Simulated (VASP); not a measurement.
# PbI2 (P-3m1) in VASP: single point with PBE

Aim: the single point of PbI2 with PBE.

Program: VASP 6.6.1. These are calculated values, not measurements. Logs are shortened: lines on timing, memory, paths and dates and some standing lists are left out, and cuts for length are marked.

## Step 1: The cell of the first run

Symmetry: P-3m1, No. 164, trigonal system. The conventional cell has a = 4.566 Å, b = 4.566 Å, c = 7.041 Å, α = 90.00°, β = 90.00°, γ = 120.00°. Within 4.3 Å of Pb (site symmetry -3m) lie 6 I at 3.24 Å. I (site symmetry 3m) has 3 Pb at 3.24 Å and 3 I at 4.21 Å within 4.3 Å.

## Step 2: Single point, PBE, non-collinear spin, zero start, spin-orbit coupling

INCAR

```
PREC = Accurate ; ENCUT = 500
EDIFF = 1E-6 ; ISMEAR = 0
SIGMA = 0.01 ; LREAL = F
LASPH = T ; NELM = 200
ALGO = Normal ; ISIF = 2
LWAVE = F ; LCHARG = F
MAGMOM = 0 0 0 0 0 0 0 0 0 ; LORBIT = 11
LSORBIT = T ; GGA_COMPAT = F
LORBMOM = T ; GGA = PE
NBANDS = 41
```

KPOINTS

```
Automatic mesh
0
Gamma
  6 6 4
```

POSCAR

```
PbI2
1.0
    4.5657259784      0.0000000000      0.0000000000
   -2.2828629892      3.9540346840      0.0000000000
    0.0000000000      0.0000000000      7.0410821984
Pb I
1 2
Direct
    0.0000000000      0.0000000000      0.0000000000
    0.3333333333      0.6666666667      0.2667794177
    0.6666666667      0.3333333333      0.7332205823
```

Potentials or basis: VASP PAW PBE potentials, release 64 (Pb_d, I).

The run is started by

```console
> cat potpaw_PBE.64/Pb_d/POTCAR potpaw_PBE.64/I/POTCAR > POTCAR
> mpirun -np 1 vasp_ncl > vasp.out
```

OUTCAR:

```text
PREC = Accurate
   ENCUT = 500
   EDIFF = 1E-6
   ISMEAR = 0
   LREAL = F
   LASPH = T
   NELM = 200
   ISIF = 2
   LORBIT = 11
   LSORBIT = T
   GGA = PE

 ion  position               nearest neighbor table
   1  0.000  0.000  0.000-   2 3.24   3 3.24   2 3.24   3 3.24   3 3.24   2 3.24
   2  0.333  0.667  0.267-   1 3.24   1 3.24   1 3.24
   3  0.667  0.333  0.733-   1 3.24   1 3.24   1 3.24

  LATTYP: Found a hexagonal cell.
 ALAT       =     4.5657259784
 C/A-ratio  =     1.5421604870

  Lattice vectors:

 A1 = (   4.5657259784,   0.0000000000,   0.0000000000)
 A2 = (  -2.2828629892,   3.9540346840,   0.0000000000)
 A3 = (   0.0000000000,   0.0000000000,   7.0410821984)

Analysis of symmetry for initial positions (statically):
=====================================================================
 Subroutine PRICEL returns:
 Original cell was already a primitive cell.

 Routine SETGRP: Setting up the symmetry group for a
 hexagonal supercell.

 Subroutine GETGRP returns: Found 12 space group operations
 (whereof 12 operations were pure point group operations)
 out of a pool of 24 trial point group operations.

The static configuration has the point symmetry D_3d.

Analysis of symmetry for dynamics (positions and initial velocities):
=====================================================================
 Subroutine PRICEL returns:
 Original cell was already a primitive cell.

 Routine SETGRP: Setting up the symmetry group for a
 hexagonal supercell.

 Subroutine GETGRP returns: Found 12 space group operations
 (whereof 12 operations were pure point group operations)
 out of a pool of 24 trial point group operations.

The dynamic configuration has the point symmetry D_3d.

Analysis of structural, dynamic, and magnetic symmetry:
=====================================================================
 Subroutine PRICEL returns:
 Original cell was already a primitive cell.

 Routine SETGRP: Setting up the symmetry group for a
 hexagonal supercell.

 Subroutine GETGRP returns: Found 12 space group operations
 (whereof 12 operations were pure point group operations)
 out of a pool of 24 trial point group operations.

The overall configuration has the point symmetry D_3d.

 Subroutine INISYM returns: Found 12 space group operations
 (whereof 12 operations are pure point group operations),
 and found     1 'primitive' translations

----------------------------------------------------------------------------------------

                                     Primitive cell

  volume of cell :     127.1129

  direct lattice vectors                    reciprocal lattice vectors
     4.565725978  0.000000000  0.000000000     0.219023219  0.126453114  0.000000000
    -2.282862989  3.954034684  0.000000000     0.000000000  0.252906229  0.000000000
     0.000000000  0.000000000  7.041082198     0.000000000  0.000000000  0.142023622

  length of vectors
     4.565725978  4.565725978  7.041082198     0.252906229  0.252906229  0.142023622

  position of ions in fractional coordinates (direct lattice)
     0.000000000  0.000000000  0.000000000
     0.333333333  0.666666667  0.266779418
     0.666666667  0.333333333  0.733220582

  ion indices of the primitive-cell ions
   primitive index   ion index
                 1           1
                 2           2
                 3           3

----------------------------------------------------------------------------------------

 KPOINTS: Automatic mesh

Automatic generation of k-mesh.
 Grid dimensions read from file:
 generate k-points for:    6    6    4

 Generating k-lattice:

  Cartesian coordinates                     Fractional coordinates (reciprocal lattice)
     0.036503870  0.021075519  0.000000000     0.166666667 -0.000000000  0.000000000
     0.000000000  0.042151038  0.000000000     0.000000000  0.166666667  0.000000000
[... 97 lines left out ...]
 number of electron      27.9999999 magnetization       0.0000000      0.0000000      0.0000000

 number of electron      27.9999999 magnetization      -0.0000000     -0.0000000      0.0000000

 number of electron      27.9999999 magnetization      -0.0000000     -0.0000000     -0.0000000

 Free energy of the ion-electron system (eV)
  ---------------------------------------------------
  ext. energy  EPLUGINS =         0.00000000
  ---------------------------------------------------
  free energy    TOTEN  =        -9.23367675 eV

  energy without entropy =       -9.23367675  energy(sigma->0) =       -9.23367675

 E-fermi :   2.7502     XC(G=0):  -8.0736

 val. band max:        2.7073249624   @ k =   0.0000   0.0000   0.5000
 cond. band min:       4.2505603431   @ k =   0.0000   0.0000   0.5000
 fundamental gap:      1.5432353808
 Fermi energy:         2.7501724477

 k-point     1 :       0.0000    0.0000    0.0000
  band No.  band energies     occupation
      1     -14.9959      1.00000
      2     -14.9959      1.00000
      3     -14.9909      1.00000
      4     -14.9909      1.00000
      5     -12.4467      1.00000
      6     -12.4467      1.00000
[... 1021 lines left out ...]
     39      10.2824      0.00000
     40      10.2824      0.00000
 [bands above 40 left out]

------------------------ aborting loop because EDIFF is reached ----------------------------------------

  FORCE on cell =-STRESS in cart. coord.  units (eV):
  Direction    XX          YY          ZZ          XY          YZ          ZX
  --------------------------------------------------------------------------------------
  -------------------------------------------------------------------------------------
  Total        0.9817994      0.9817994      1.0332056     -0.0000000      0.0000000      0.0000000
  in kB       12.3749545     12.3749545     13.0228972     -0.0000000      0.0000000      0.0000000
  external PRESSURE =      12.5909354 kB  Pullay stress =       0.0000000 kB

 VOLUME and BASIS-vectors are now :
 -----------------------------------------------------------------------------
  energy-cutoff  :      500.00
  volume of cell :      127.11
      direct lattice vectors                 reciprocal lattice vectors
     4.565725978  0.000000000  0.000000000     0.219023219  0.126453114  0.000000000
    -2.282862989  3.954034684  0.000000000     0.000000000  0.252906229  0.000000000
     0.000000000  0.000000000  7.041082198     0.000000000  0.000000000  0.142023622

 POSITION                                       TOTAL-FORCE (eV/Angst)
 -----------------------------------------------------------------------------------
      0.00000      0.00000      0.00000         0.000000      0.000000      0.000000
     -0.00000      2.63602      1.87842        -0.000000      0.000000      0.073189
      2.28286      1.31801      5.16267         0.000000      0.000000     -0.073189
 -----------------------------------------------------------------------------------
    total drift:                               -0.000000     -0.000000     -0.000000

  FREE ENERGIE OF THE ION-ELECTRON SYSTEM (eV)
  ---------------------------------------------------
  free  energy   TOTEN  =        -9.2336767548 eV

  energy  without entropy=       -9.2336767548  energy(sigma->0) =       -9.23367675

 orbital moment (x)

 # of ion     p       d       tot
 ----------------------------------------
  1         0.000  -0.000  -0.000
  2         0.000   0.000   0.000
  3         0.000   0.000   0.000
 ----------------------------------------
            0.000  -0.000   0.000

 orbital moment (y)

 # of ion     p       d       tot
 ----------------------------------------
  1         0.000   0.000   0.000
  2        -0.000  -0.000  -0.000
  3         0.000   0.000   0.000
 ----------------------------------------
           -0.000  -0.000  -0.000

 orbital moment (z)

 # of ion     p       d       tot
 ----------------------------------------
  1         0.000   0.000   0.000
  2         0.000  -0.000  -0.000
  3         0.000   0.000   0.000
 ----------------------------------------
            0.000   0.000   0.000

 Spin-Orbit-Coupling matrix elements

 Ion:    1  E_soc:     -0.8069164
 l=   1
     0.0000000    -0.0671906    -0.0674357
    -0.0671906     0.0000000    -0.0671906
    -0.0674357    -0.0671906     0.0000000
 l=   2
     0.0000000    -0.0134730     0.0000000    -0.0134730    -0.0537402
    -0.0134730     0.0000000    -0.0402427    -0.0135238    -0.0134730
     0.0000000    -0.0402427     0.0000000    -0.0402427     0.0000000
    -0.0134730    -0.0135238    -0.0402427     0.0000000    -0.0134730
    -0.0537402    -0.0134730     0.0000000    -0.0134730     0.0000000
 l=   3
     0.0000000     0.0000000     0.0000000     0.0000000     0.0000000     0.0000000     0.0000000
     0.0000000     0.0000000     0.0000000     0.0000000     0.0000000     0.0000000     0.0000000
     0.0000000     0.0000000     0.0000000     0.0000000     0.0000000     0.0000000     0.0000000
     0.0000000     0.0000000     0.0000000     0.0000000     0.0000000     0.0000000     0.0000000
[... 29 lines left out ...]
 l=   2
     0.0000000     0.0000011     0.0000000     0.0000011     0.0000046
     0.0000011     0.0000000     0.0000067     0.0000072     0.0000011
     0.0000000     0.0000067     0.0000000     0.0000067     0.0000000
     0.0000011     0.0000072     0.0000067     0.0000000     0.0000011
     0.0000046     0.0000011     0.0000000     0.0000011     0.0000000
 l=   3
     0.0000000     0.0000000     0.0000000     0.0000000     0.0000000     0.0000000     0.0000000
     0.0000000     0.0000000     0.0000000     0.0000000     0.0000000     0.0000000     0.0000000
     0.0000000     0.0000000     0.0000000     0.0000000     0.0000000     0.0000000     0.0000000
     0.0000000     0.0000000     0.0000000     0.0000000     0.0000000     0.0000000     0.0000000
     0.0000000     0.0000000     0.0000000     0.0000000     0.0000000     0.0000000     0.0000000
     0.0000000     0.0000000     0.0000000     0.0000000     0.0000000     0.0000000     0.0000000
     0.0000000     0.0000000     0.0000000     0.0000000     0.0000000     0.0000000     0.0000000

 total charge

# of ion       s       p       d       tot
------------------------------------------
    1        1.494   0.508   9.839  11.840
    2        1.516   2.761   0.011   4.288
    3        1.516   2.761   0.011   4.288
--------------------------------------------------
tot          4.525   6.030   9.861  20.416

 magnetization (x)

# of ion       s       p       d       tot
------------------------------------------
    1        0.000   0.000   0.000   0.000
    2        0.000  -0.000  -0.000  -0.000
    3        0.000   0.000  -0.000  -0.000
--------------------------------------------------
tot          0.000  -0.000  -0.000  -0.000

 magnetization (y)

# of ion       s       p       d       tot
------------------------------------------
    1       -0.000   0.000   0.000  -0.000
    2       -0.000   0.000   0.000  -0.000
    3        0.000   0.000   0.000   0.000
--------------------------------------------------
tot         -0.000   0.000   0.000   0.000

 magnetization (z)

# of ion       s       p       d       tot
------------------------------------------
    1        0.000  -0.000   0.000  -0.000
    2        0.000   0.000   0.000   0.000
    3        0.000   0.000   0.000   0.000
--------------------------------------------------
tot          0.000  -0.000   0.000  -0.000
```

Wall time 7.8 min (1 thread of Oxide Virtual Turin-like, shared host); peak memory 0.57 GiB.

What came out:

* Free energy: -9.2337 eV
* Pressure: 1.3 GPa
* Largest force: 0.073 eV/Å
* Net moment: 0.00 μB per cell
* Valence electrons inside the program's atomic spheres: Pb 11.84; I 4.29

Forces on the atoms (eV/Å):
```
Pb   0.000  0.000  0.000
I    0.000  0.000  0.073
I    0.000  0.000 -0.073
```

Moments on the atoms (μB; x, y, z):
```
Pb  0.00 0.00 0.00
I   0.00 0.00 0.00
I   0.00 0.00 0.00
```

Caveat: this functional lacks dispersion, which binds layers or chains, so the pressure and a relaxed spacing across them are unreliable.
